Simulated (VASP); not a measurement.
# W (Im-3m) in VASP: single point with LDA

Aim: the single point of W with LDA.

Program: VASP 6.6.1. These are calculated values, not measurements. Logs are shortened: lines on timing, memory, paths and dates and some standing lists are left out, and cuts for length are marked.

## (1) The cell of the first run

The structure is cubic, space group Im-3m (No. 229). Conventional cell: a = 3.135 Å, b = 3.135 Å, c = 3.135 Å, α = 90.00°, β = 90.00°, γ = 90.00°. W (site symmetry m-3m) has 14 W at 2.71 to 3.13 Å within 3.6 Å.

## (2) Single point, LDA

The input, INCAR:

```
ALGO = Normal
EDIFF = 1E-7
ENCUT = 520
ISIF = 2
ISMEAR = -1
LASPH = True
LCHARG = False
LREAL = False
LWAVE = False
NBANDS = 21
NELM = 60
PREC = Accurate
SIGMA = 0.1
```

The input, KPOINTS:

```
k-points
0
Gamma
  14 14 8
```

The input, POSCAR:

```
W
1.0
   -1.5674688685      1.5674688685      1.5674688685
    1.5674688685     -1.5674688685      1.5674688685
    3.1349377370      3.1349377370      0.0000000000
W
2
Direct
    0.0000000000      0.0000000000      0.0000000000
    0.5000000000      0.5000000000      0.5000000000
```

Potentials or basis: VASP PAW LDA potentials, release 64 (W_sv).

Command:

```
cat potpaw_LDA.64/W_sv/POTCAR > POTCAR
mpirun -np 1 vasp_std > vasp.out
```

OUTCAR:

```text
EDIFF = 1E-7
   ENCUT = 520
   ISIF = 2
   ISMEAR = -1
   LASPH = True
   LREAL = False
   NELM = 60
   PREC = Accurate

 ion  position               nearest neighbor table
   1  0.000  0.000  0.000-   2 2.71   2 2.71   2 2.71   2 2.71   2 3.13   2 3.13   2 3.13   2 3.13

   2  0.500  0.500  0.500-   1 2.71   1 2.71   1 2.71   1 2.71   1 3.13   1 3.13   1 3.13   1 3.13

  LATTYP: Found a base centered orthorhombic cell.
 ALAT       =     3.1349377370
 B/A-ratio  =     1.4142135624
 C/A-ratio  =     1.4142135624

  Lattice vectors:

 A1 = (  -1.5674688685,   1.5674688685,   1.5674688685)
 A2 = (   1.5674688685,  -1.5674688685,   1.5674688685)
 A3 = (   3.1349377370,   3.1349377370,   0.0000000000)

Analysis of symmetry for initial positions (statically):
=====================================================================
 Subroutine PRICEL returns following result:

  LATTYP: Found a body centered cubic cell.
 ALAT       =     3.1349377370

  Lattice vectors:

 A1 = (  -1.5674688685,   1.5674688685,  -1.5674688685)
 A2 = (  -1.5674688685,  -1.5674688685,   1.5674688685)
 A3 = (   1.5674688685,   1.5674688685,   1.5674688685)

   2 primitive cells build up your supercell.

 Routine SETGRP: Setting up the symmetry group for a
 base centered orthorhombic supercell.

 Subroutine GETGRP returns: Found  8 space group operations
 (whereof  8 operations were pure point group operations)
 out of a pool of  8 trial point group operations.

The static configuration has the point symmetry D_2h.

Analysis of symmetry for dynamics (positions and initial velocities):
=====================================================================
 Subroutine PRICEL returns following result:

  LATTYP: Found a body centered cubic cell.
 ALAT       =     3.1349377370

  Lattice vectors:

 A1 = (  -1.5674688685,   1.5674688685,  -1.5674688685)
 A2 = (  -1.5674688685,  -1.5674688685,   1.5674688685)
 A3 = (   1.5674688685,   1.5674688685,   1.5674688685)

   2 primitive cells build up your supercell.

 Routine SETGRP: Setting up the symmetry group for a
 base centered orthorhombic supercell.

 Subroutine GETGRP returns: Found  8 space group operations
 (whereof  8 operations were pure point group operations)
 out of a pool of  8 trial point group operations.

The dynamic configuration has the point symmetry D_2h.

 Subroutine INISYM returns: Found  8 space group operations
 (whereof  8 operations are pure point group operations),
 and found     2 'primitive' translations

----------------------------------------------------------------------------------------

                                     Primitive cell

  volume of cell :      15.4048

  direct lattice vectors                    reciprocal lattice vectors
    -1.567468868  1.567468868 -1.567468869    -0.318985602  0.318985602  0.000000000
    -1.567468868 -1.567468868  1.567468869    -0.318985602  0.000000000  0.318985602
     1.567468869  1.567468869  1.567468869     0.000000000  0.318985602  0.318985602

  length of vectors
     2.714935720  2.714935720  2.714935720     0.451113764  0.451113764  0.451113764

  position of ions in fractional coordinates (direct lattice)
     0.000000000  0.000000000  0.000000000

  ion indices of the primitive-cell ions
   primitive index   ion index
                 1           1

----------------------------------------------------------------------------------------

 KPOINTS: k-points

Automatic generation of k-mesh.
 Grid dimensions read from file:
 generate k-points for:   14   14    8

 Generating k-lattice:

  Cartesian coordinates                     Fractional coordinates (reciprocal lattice)
    -0.011392343  0.011392343  0.022784686     0.071428571  0.000000000  0.000000000
     0.011392343 -0.011392343  0.022784686     0.000000000  0.071428571  0.000000000
     0.019936600  0.019936600  0.000000000     0.000000000  0.000000000  0.125000000

  Length of vectors
     0.027905427  0.027905427  0.028194610

  Shift w.r.t. Gamma in fractional coordinates (k-lattice)
     0.000000000  0.000000000  0.000000000

 Subroutine IBZKPT returns following result:
 ===========================================

 Found    285 irreducible k-points:

 Following reciprocal coordinates:
            Coordinates               Weight
  0.000000  0.000000  0.000000      1.000000
  0.071429  0.000000  0.000000      4.000000
  0.142857  0.000000  0.000000      4.000000
  0.214286  0.000000  0.000000      4.000000
  0.285714  0.000000  0.000000      4.000000
  0.357143  0.000000  0.000000      4.000000
[... 16 lines left out ...]
  0.214286  0.142857  0.000000      4.000000
  0.285714  0.142857  0.000000      4.000000
 [... further k-points ...]
   k-points           NKPTS =    285   k-points in BZ     NKDIM =    285   number of bands    NBANDS=     21
   number of dos      NEDOS =    301   number of ions     NIONS =      2
   total plane-waves  NPLWV =  14400
   dimension x,y,z NGX =    20 NGY =   20 NGZ =   36
   dimension x,y,z NGXF=    40 NGYF=   40 NGZF=   72
   ions per type =               2
   NGX,Y,Z   is equivalent  to a cutoff of  12.25, 12.25, 13.50 a.u.
   NGXF,Y,Z  is equivalent  to a cutoff of  24.49, 24.49, 27.00 a.u.
 SYSTEM =  unknown system
   PREC   = accura    normal or accurate (medium, high low for compatibility)
   ISTART =      0    job   : 0-new  1-cont  2-samecut
   ICHARG =      2    charge: 1-file 2-atom 10-const
   ISPIN  =      1    spin polarized calculation?
   LNONCOLLINEAR =      F non collinear calculations
   LSORBIT =      F    spin-orbit coupling
   LASPH  =      T    aspherical Exc in radial PAW
   ENCUT  =  520.0 eV  38.22 Ry    6.18 a.u.   5.05  5.05  8.24*2*pi/ulx,y,z
   NELM   =     60;   NELMIN=  2; NELMDL= -5     # of ELM steps
   EDIFF  = 0.1E-06   stopping-criterion for ELM
   LREAL  =      F    real-space projection
   EDIFFG = 0.1E-05   stopping-criterion for IOM
   NSW    =      0    number of steps for IOM
   IBRION =     -1    ionic relax: 0-MD 1-quasi-New 2-CG
   NFREE  =      0    steps in history (QN), initial steepest desc. (CG)
   ISIF   =      2    stress and relaxation
   ISYM   =      2    0-nonsym 1-usesym 2-fastsym
   POTIM  = 0.5000    time-step for ionic-motion
   TEBEG  =    0.0;   TEEND  =   0.0 temperature during run
   PSTRESS=    0.0 pullay stress
   NELECT =      28.0000    total number of electrons
   NUPDOWN=      -1.0000    fix difference up-down
   EMIN   =  10.00;   EMAX   =-10.00  energy-range for DOS
   EFERMI =   0.00;   METHOD = LEGACY
   ISMEAR =    -1;   SIGMA  =   0.10  broadening in eV -4-tet -1-fermi 0-gaus
   EFERMI_NEDOS =   21; number of points for ismear=-14 and -15
   IALGO  =     38    algorithm
   IMIX   =      4    mixing-type and parameters
     AMIX     =   0.40;   BMIX     =  1.00
     AMIX_MAG =   1.60;   BMIX_MAG =  1.00
  volume/ion in A,a.u.               =      15.40       103.96
  Fermi-wavevector in a.u.,A,eV,Ry     =   1.585740  2.996614 34.212811  2.514571
  Thomas-Fermi vector in A             =   2.685158
   LORBIT       =      0    0 simple, 1 ext, 2 COOP (PROOUT), +10 PAW based schemes
   GGA     = CA    functional components
   LHFCALC =     F    Hartree Fock is set to
   AEXX    =    0.0000 exact exchange contribution
   IVDW    =     0    specifies the selected vdW correction
   LEPSILON=     F    determine dielectric tensor
   LRPA    =     F    only Hartree local field effects (RPA)
 non-spin polarized calculation
  energy-cutoff  :      520.00
  volume of cell :       30.81
 maximum number of plane-waves:       844
   NGX = 11   NGY = 11   NGZ = 17

 number of electron      28.0000003 magnetization

 Free energy of the ion-electron system (eV)
  ---------------------------------------------------
  ext. energy  EPLUGINS =         0.00000000
  ---------------------------------------------------
  free energy    TOTEN  =       -28.21964776 eV

  energy without entropy =      -28.18409539  energy(sigma->0) =      -28.20187158

 E-fermi :  11.8042     XC(G=0): -13.9906

 val. band max:       11.7888896360   @ k =  -0.2143   0.1429   0.2500
 cond. band min:      11.8047828198   @ k =  -0.4286   0.3571   0.3750
 fundamental gap:      0.0158931838
 Fermi energy:        11.8041807980

 k-point     1 :       0.0000    0.0000    0.0000
  band No.  band energies     occupation
      1     -61.9716      2.00000
      2     -61.8146      2.00000
      3     -27.1685      2.00000
      4     -26.2005      2.00000
      5     -25.7469      2.00000
      6     -25.7372      2.00000
[... 13 lines left out ...]
     20      18.1382      0.00000
     21      23.3756      0.00000

 k-point     2 :       0.0714    0.0000    0.0000
  band No.  band energies     occupation
      1     -61.9659      2.00000
      2     -61.8126      2.00000
      3     -27.1457      2.00000
      4     -26.2223      2.00000
      5     -25.7955      2.00000
      6     -25.7764      2.00000
[... 13 lines left out ...]
     20      18.4384      0.00000
     21      22.9958      0.00000

 k-point     3 :       0.1429    0.0000    0.0000
  band No.  band energies     occupation
      1     -61.9493      2.00000
      2     -61.8075      2.00000
      3     -27.0791      2.00000
      4     -26.2989      2.00000
      5     -25.9605      2.00000
      6     -25.8407      2.00000
[... 13 lines left out ...]
     20      19.3718      0.00000
     21      22.2349      0.00000
[... 457 lines left out ...]
 k-point    23 :       0.2143    0.1429    0.0000
  band No.  band energies     occupation
      1     -61.8856      2.00000
      2     -61.8053      2.00000
      3     -26.7656      2.00000
      4     -26.4554      2.00000
      5     -26.2921      2.00000
      6     -26.1230      2.00000
[... 13 lines left out ...]
     20      19.5662      0.00000
     21      22.4540      0.00000

 k-point    24 :       0.2857    0.1429    0.0000
  band No.  band energies     occupation
      1     -61.8538      2.00000
      2     -61.8039      2.00000
      3     -26.6114      2.00000
      4     -26.6057      2.00000
      5     -26.5185      2.00000
      6     -26.1533      2.00000
[... 13 lines left out ...]
     20      19.1503      0.00000
     21      23.6885      0.00000

 [... further k-points ...]

------------------------ aborting loop because EDIFF is reached ----------------------------------------

  FORCE on cell =-STRESS in cart. coord.  units (eV):
  Direction    XX          YY          ZZ          XY          YZ          ZX
  --------------------------------------------------------------------------------------
  -------------------------------------------------------------------------------------
  Total        0.4296929      0.4296929      0.3391800      0.0506672      0.0000000      0.0000000
  in kB       22.3450844     22.3450844     17.6381898      2.6348184      0.0000000      0.0000000
  external PRESSURE =      20.7761195 kB  Pullay stress =       0.0000000 kB

 VOLUME and BASIS-vectors are now :
 -----------------------------------------------------------------------------
  energy-cutoff  :      520.00
  volume of cell :       30.81
      direct lattice vectors                 reciprocal lattice vectors
    -1.567468869  1.567468869  1.567468869    -0.159492801  0.159492801  0.318985602
     1.567468869 -1.567468869  1.567468869     0.159492801 -0.159492801  0.318985602
     3.134937737  3.134937737  0.000000000     0.159492801  0.159492801  0.000000000

 POSITION                                       TOTAL-FORCE (eV/Angst)
 -----------------------------------------------------------------------------------
      0.00000      0.00000      0.00000         0.000000      0.000000     -0.000000
      1.56747      1.56747      1.56747        -0.000000     -0.000000      0.000000
 -----------------------------------------------------------------------------------
    total drift:                                0.000000      0.000000      0.000000

  FREE ENERGIE OF THE ION-ELECTRON SYSTEM (eV)
  ---------------------------------------------------
  free  energy   TOTEN  =       -28.2196477604 eV

  energy  without entropy=      -28.1840953908  energy(sigma->0) =      -28.20187158
```

Run time: 73 s. Hardware: 1 thread of Intel Xeon Platinum 8488C (Sapphire Rapids), shared host; peak memory 0.24 GiB.

Results:

| Item | Value |
| --- | --- |
| Free energy | -28.2196 eV |
| Pressure | 2.1 GPa |
| Band gap on the k mesh | zero (bands 14 and 15 overlap by 3.34 eV) |

Levels at points of the mesh, in eV from the Fermi level:
```csv
k point,band 11,band 12,band 13,band 14,band 15,band 16,band 17,band 18
"(0.00, 0.00, 0.00)",-3.79,-1.38,-1.37,-1.37,0.88,2.11,2.19,2.19
"(0.50, 0.00, 0.00)",-3.41,-3.41,-2.27,-2.27,1.78,1.78,3.10,3.10
"(0.50, 0.50, 0.00)",-6.15,-3.79,0.88,2.12,3.11,5.29,5.29,5.29
"(0.00, 0.00, 0.50)",-2.74,-2.74,-1.97,-1.97,1.51,1.51,1.56,1.56
"(0.50, 0.00, 0.50)",-3.79,-3.79,0.88,0.88,2.11,2.11,3.11,3.11
"(0.50, 0.50, 0.50)",-3.86,-3.86,-0.78,-0.78,0.06,0.06,5.78,5.78
```

Caveat: spin-orbit coupling is left out, which moves the levels of the heavy elements.
